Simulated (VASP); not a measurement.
# BaTiO3 (P4mm) in VASP: further runs

The runs below take BaTiO3 through electric field gradients, with PBE.

Program: VASP 6.6.1. These are calculated values, not measurements. Logs are shortened: lines on timing, memory, paths and dates and some standing lists are left out, and cuts for length are marked.

### Step 1. The cell of the first run

The structure is tetragonal, space group P4mm (No. 99). Conventional cell: a = 4.078 Å, b = 4.078 Å, c = 4.097 Å, α = 90.00°, β = 90.00°, γ = 90.00°. Ba (site symmetry 4mm) has 12 O at 2.85 to 2.93 Å and 8 Ti at 3.50 to 3.58 Å within 3.8 Å. Ti (site symmetry 4mm) has 6 O at 1.91 to 2.19 Å within 2.5 Å. Within 2.5 Å of O (site symmetry 4mm) lie 2 Ti at 1.91 to 2.19 Å. Within 2.7 Å of O (site symmetry 2mm) lie 2 Ti at 2.04 Å.

### Step 2. Electric field gradients, PBE (13.63 Å³/atom)

File INCAR:

```
ALGO = Normal ; EDIFF = 1E-8
ENCUT = 520 ; GGA = PE
ISIF = 2 ; ISMEAR = -1
LASPH = True ; LCHARG = False
LEFG = True ; LREAL = False
LWAVE = False ; NBANDS = 28
NELM = 60 ; PREC = Accurate
SIGMA = 0.08
```

File KPOINTS:

```
k-points
0
Gamma
  7 7 7
```

File POSCAR:

```
BaTiO3
1.0
    4.0782473671      0.0000000000      0.0000000000
    0.0000000000      4.0782473671      0.0000000000
    0.0000000000      0.0000000000      4.0968043205
Ba Ti O
1 1 3
Direct
    0.0000000000      0.0000000000      0.0000000000
    0.5000000000      0.5000000000      0.4820000000
    0.5000000000      0.5000000000      0.0160000000
    0.5000000000      0.0000000000      0.5150000000
    0.0000000000      0.5000000000      0.5150000000
```

Potentials or basis: VASP PAW PBE potentials, release 64 (Ba_sv, Ti_sv, O).

The run is started by

```sh
cat potpaw_PBE.64/Ba_sv/POTCAR potpaw_PBE.64/Ti_sv/POTCAR potpaw_PBE.64/O/POTCAR > POTCAR
mpirun -np 1 vasp_std > vasp.out
```

OUTCAR:

```text
EDIFF = 1E-8
   ENCUT = 520
   GGA = PE
   ISIF = 2
   ISMEAR = -1
   LASPH = True
   LREAL = False
   NELM = 60
   PREC = Accurate

 ion  position               nearest neighbor table
   1  0.000  0.000  0.000-   4 2.85   5 2.85   5 2.85   4 2.85   3 2.88   3 2.88   3 2.88   3 2.88
                             4 2.93   5 2.93   5 2.93   4 2.93   2 3.50   2 3.50   2 3.50   2 3.50
   2  0.500  0.500  0.482-   3 1.91   4 2.04   5 2.04   4 2.04   5 2.04   3 2.19   1 3.50   1 3.50
                             1 3.50   1 3.50   1 3.58   1 3.58   1 3.58   1 3.58
   3  0.500  0.500  0.016-   2 1.91   2 2.19   1 2.88   1 2.88   1 2.88   1 2.88
   4  0.500  0.000  0.515-   2 2.04   2 2.04   1 2.85   1 2.85   1 2.93   1 2.93
   5  0.000  0.500  0.515-   2 2.04   2 2.04   1 2.85   1 2.85   1 2.93   1 2.93

  LATTYP: Found a simple tetragonal cell.
 ALAT       =     4.0782473671
 C/A-ratio  =     1.0045502275

  Lattice vectors:

 A1 = (   4.0782473671,   0.0000000000,   0.0000000000)
 A2 = (   0.0000000000,   4.0782473671,   0.0000000000)
 A3 = (   0.0000000000,   0.0000000000,   4.0968043205)

Analysis of symmetry for initial positions (statically):
=====================================================================
 Subroutine PRICEL returns:
 Original cell was already a primitive cell.

 Routine SETGRP: Setting up the symmetry group for a
 simple tetragonal supercell.

 Subroutine GETGRP returns: Found  8 space group operations
 (whereof  8 operations were pure point group operations)
 out of a pool of 16 trial point group operations.

The static configuration has the point symmetry C_4v.

Analysis of symmetry for dynamics (positions and initial velocities):
=====================================================================
 Subroutine PRICEL returns:
 Original cell was already a primitive cell.

 Routine SETGRP: Setting up the symmetry group for a
 simple tetragonal supercell.

 Subroutine GETGRP returns: Found  8 space group operations
 (whereof  8 operations were pure point group operations)
 out of a pool of 16 trial point group operations.

The dynamic configuration has the point symmetry C_4v.

 Subroutine INISYM returns: Found  8 space group operations
 (whereof  8 operations are pure point group operations),
[... 150 lines left out ...]

 val. band max:        3.3338715548   @ k =   0.4286   0.4286   0.4286
 cond. band min:       5.0820299205   @ k =   0.0000   0.0000   0.0000
 fundamental gap:      1.7481583658
 Fermi energy:         4.2938349739

 k-point     1 :       0.0000    0.0000    0.0000
  band No.  band energies     occupation
      1     -53.4029      2.00000
      2     -29.6201      2.00000
      3     -29.5867      2.00000
      4     -29.5867      2.00000
      5     -21.6038      2.00000
      6     -13.3770      2.00000
[... 733 lines left out ...]
     27      11.4228      0.00000
     28      11.8922      0.00000

 [... further k-points ...]

------------------------ aborting loop because EDIFF is reached ----------------------------------------

  FORCE on cell =-STRESS in cart. coord.  units (eV):
  Direction    XX          YY          ZZ          XY          YZ          ZX
  --------------------------------------------------------------------------------------
  -------------------------------------------------------------------------------------
  Total       -2.1870451     -2.1870451     -1.6820074      0.0000000      0.0000000      0.0000000
  in kB      -51.4251980    -51.4251980    -39.5499688      0.0000000      0.0000000      0.0000000
  external PRESSURE =     -47.4667883 kB  Pullay stress =       0.0000000 kB

 VOLUME and BASIS-vectors are now :
 -----------------------------------------------------------------------------
  energy-cutoff  :      520.00
  volume of cell :       68.14
      direct lattice vectors                 reciprocal lattice vectors
     4.078247367  0.000000000  0.000000000     0.245203370  0.000000000  0.000000000
     0.000000000  4.078247367  0.000000000     0.000000000  0.245203370  0.000000000
     0.000000000  0.000000000  4.096804321     0.000000000  0.000000000  0.244092693

 POSITION                                       TOTAL-FORCE (eV/Angst)
 -----------------------------------------------------------------------------------
      0.00000      0.00000      0.00000         0.000000     -0.000000     -0.099373
      2.03912      2.03912      1.97466        -0.000000      0.000000     -0.238592
      2.03912      2.03912      0.06555        -0.000000     -0.000000      0.702066
      2.03912      0.00000      2.10985        -0.000000     -0.000000     -0.182050
      0.00000      2.03912      2.10985        -0.000000      0.000000     -0.182050
 -----------------------------------------------------------------------------------
    total drift:                                0.000000      0.000000     -0.000303

  FREE ENERGIE OF THE ION-ELECTRON SYSTEM (eV)
  ---------------------------------------------------
  free  energy   TOTEN  =       -39.9761302480 eV

  energy  without entropy=      -39.9761276053  energy(sigma->0) =      -39.97612893

 Electric field gradients (V/A^2)
---------------------------------------------------------------------
 ion       V_xx      V_yy      V_zz      V_xy      V_xz      V_yz
---------------------------------------------------------------------
   1       2.199     2.199    -4.398    -0.000    -0.000    -0.000
   2       0.973     0.973    -1.946     0.000    -0.000    -0.000
   3     -10.532   -10.532    21.065     0.000     0.000     0.000
   4     -15.628    32.116   -16.488     0.000     0.000     0.000
   5      32.116   -15.628   -16.488    -0.000     0.000     0.000
---------------------------------------------------------------------

 Electric field gradients after diagonalization (V/A^2)
 (convention: |V_zz| > |V_xx| > |V_yy|)
----------------------------------------------------------------------
 ion       V_xx      V_yy      V_zz     asymmetry (V_yy - V_xx)/ V_zz
----------------------------------------------------------------------
   1       2.199     2.199    -4.398       0.000
   2       0.973     0.973    -1.946       0.000
   3     -10.532   -10.532    21.065       0.000
   4     -16.488   -15.628    32.116       0.027
   5     -16.488   -15.628    32.116       0.027
----------------------------------------------------------------------

           NMR quadrupolar parameters

 Cq : quadrupolar parameter    Cq=e*Q*V_zz/h
 eta: asymmetry parameters     (V_yy - V_xx)/ V_zz
 Q  : nuclear electric quadrupole moment in mb (millibarn)
----------------------------------------------------------------------
 ion       Cq(MHz)       eta       Q (mb)
----------------------------------------------------------------------
   1      -0.011       0.000       1.000
   2      -0.005       0.000       1.000
   3       0.051       0.000       1.000
   4       0.078       0.027       1.000
   5       0.078       0.027       1.000
----------------------------------------------------------------------
```

stdout:

```text
POSCAR found type information on POSCAR BaTiO
 POSCAR found :  3 types and       5 ions
 scaLAPACK will be used
 LDA part: xc-table for (Slater+PW92), standard interpolation
 POSCAR, INCAR and KPOINTS ok, starting setup
 FFT: planning ... GRIDC
 FFT: planning ... GRID_SOFT
 FFT: planning ... GRID
 WAVECAR not read
 entering main loop
ion   1

ion   2

ion   3

ion   4

ion   5
```

Run time: 44 s. Hardware: 1 thread of Intel Xeon 6975P-C (Granite Rapids), shared host; peak memory 0.21 GiB.

What came out:

| Quantity | Value |
| --- | --- |
| Free energy | -39.9761 eV |
| Pressure | -4.7 GPa |
| Largest force | 0.702 eV/Å |
| Band gap on the k mesh | 1.75 eV (least direct gap 2.02 eV) |
| Largest electric field gradient by atom | Ba -4.4; Ti -1.9; O +21.1, +32.1 (each value once) V/Å² |

Forces on the atoms (eV/Å):
```
Ba   0.000  0.000 -0.099
Ti   0.000  0.000 -0.239
O    0.000  0.000  0.702
O    0.000  0.000 -0.182
O    0.000  0.000 -0.182
```

Stress tensor (GPa, compression positive):
```
-5.14  0.00  0.00
 0.00 -5.14  0.00
 0.00  0.00 -3.95
```

Levels at points of the mesh, in eV from the valence-band top:
```tsv
k point	band 17	band 18	band 19	band 20	band 21	band 22	band 23	band 24
(0.00, 0.00, 0.00)	-0.97	-0.32	-0.27	-0.27	1.75	2.02	2.02	3.68
```

Electric field gradients, principal values (V/Å²):
| atom | least | middle | greatest (by size) |
| --- | --- | --- | --- |
| 1 Ba | 2.199 | 2.199 | -4.398 |
| 2 Ti | 0.973 | 0.973 | -1.946 |
| 3 O | -10.532 | -10.532 | 21.065 |
| 4 O | -15.628 | -16.488 | 32.116 |
| 5 O | -15.628 | -16.488 | 32.116 |

Caveat: the cell stands under tension; without QUAD_EFG the Cq values of the log hold for a quadrupole moment of 1 mb, not for the nuclei; spin-orbit coupling is left out, which moves the levels of the heavy elements; an odd mesh through Γ misses points on the zone boundary, where band edges can lie.

### Step 3. Electric field gradients, PBE (13.63 Å³/atom)

File INCAR:

```
SYSTEM = BaTiO3
PREC = Accurate
ENCUT = 520
EDIFF = 1E-8
ISMEAR = -1
SIGMA = 0.08
LREAL = .False.
LASPH = .True.
NELM = 60
ALGO = Normal
ISIF = 2
LWAVE = .False.
LCHARG = .False.
GGA = PE
LEFG = .True.
NBANDS = 28
```

File KPOINTS:

```
regular mesh
0
Gamma
  7 7 7
  0 0 0
```

POSCAR is that of step 2.

Potentials or basis: VASP PAW PBE potentials, release 64 (Ba_sv, Ti_sv, O).

The run is started by

```sh
cat potpaw_PBE.64/Ba_sv/POTCAR potpaw_PBE.64/Ti_sv/POTCAR potpaw_PBE.64/O/POTCAR > POTCAR
mpirun -np 1 vasp_std > vasp.out
```

OUTCAR:

```text
SYSTEM = BaTiO3
   PREC = Accurate
   ENCUT = 520
   EDIFF = 1E-8
   ISMEAR = -1
   LREAL = .False.
   LASPH = .True.
   NELM = 60
   ISIF = 2
   GGA = PE

 ion  position               nearest neighbor table
   1  0.000  0.000  0.000-   4 2.85   5 2.85   5 2.85   4 2.85   3 2.88   3 2.88   3 2.88   3 2.88
                             4 2.93   5 2.93   5 2.93   4 2.93   2 3.50   2 3.50   2 3.50   2 3.50
   2  0.500  0.500  0.482-   3 1.91   4 2.04   5 2.04   4 2.04   5 2.04   3 2.19   1 3.50   1 3.50
                             1 3.50   1 3.50   1 3.58   1 3.58   1 3.58   1 3.58
   3  0.500  0.500  0.016-   2 1.91   2 2.19   1 2.88   1 2.88   1 2.88   1 2.88
   4  0.500  0.000  0.515-   2 2.04   2 2.04   1 2.85   1 2.85   1 2.93   1 2.93
   5  0.000  0.500  0.515-   2 2.04   2 2.04   1 2.85   1 2.85   1 2.93   1 2.93

  LATTYP: Found a simple tetragonal cell.
[... 983 lines left out ...]
   4     -15.628    32.116   -16.488     0.000     0.000     0.000
   5      32.116   -15.628   -16.488    -0.000     0.000     0.000
---------------------------------------------------------------------

 Electric field gradients after diagonalization (V/A^2)
 (convention: |V_zz| > |V_xx| > |V_yy|)
----------------------------------------------------------------------
 ion       V_xx      V_yy      V_zz     asymmetry (V_yy - V_xx)/ V_zz
----------------------------------------------------------------------
   1       2.199     2.199    -4.398       0.000
   2       0.973     0.973    -1.946       0.000
   3     -10.532   -10.532    21.065       0.000
   4     -16.488   -15.628    32.116       0.027
   5     -16.488   -15.628    32.116       0.027
----------------------------------------------------------------------

           NMR quadrupolar parameters

 Cq : quadrupolar parameter    Cq=e*Q*V_zz/h
 eta: asymmetry parameters     (V_yy - V_xx)/ V_zz
 Q  : nuclear electric quadrupole moment in mb (millibarn)
----------------------------------------------------------------------
 ion       Cq(MHz)       eta       Q (mb)
----------------------------------------------------------------------
   1      -0.011       0.000       1.000
   2      -0.005       0.000       1.000
   3       0.051       0.000       1.000
   4       0.078       0.027       1.000
   5       0.078       0.027       1.000
----------------------------------------------------------------------
```

It took 51 s on 1 thread of Intel Xeon 6975P-C (Granite Rapids), shared host; peak memory 0.22 GiB.

What came out:

| Quantity | Value |
| --- | --- |
| Free energy | -39.9761 eV |
| Pressure | -4.7 GPa |
| Largest force | 0.702 eV/Å |
| Band gap on the k mesh | 1.75 eV (least direct gap 2.02 eV) |
| Largest electric field gradient by atom | Ba -4.4; Ti -1.9; O +21.1, +32.1 (each value once) V/Å² |

Forces on the atoms (eV/Å):
```
Ba   0.000  0.000 -0.099
Ti   0.000  0.000 -0.239
O    0.000  0.000  0.702
O    0.000  0.000 -0.182
O    0.000  0.000 -0.182
```

Electric field gradients, principal values (V/Å²):
```
atom    least   middle  greatest (by size)
1 Ba    2.199    2.199              -4.398
2 Ti    0.973    0.973              -1.946
 3 O  -10.532  -10.532              21.065
 4 O  -15.628  -16.488              32.116
 5 O  -15.628  -16.488              32.116
```

Caveat: the cell stands under tension; without QUAD_EFG the Cq values of the log hold for a quadrupole moment of 1 mb, not for the nuclei; spin-orbit coupling is left out, which moves the levels of the heavy elements; an odd mesh through Γ misses points on the zone boundary, where band edges can lie.
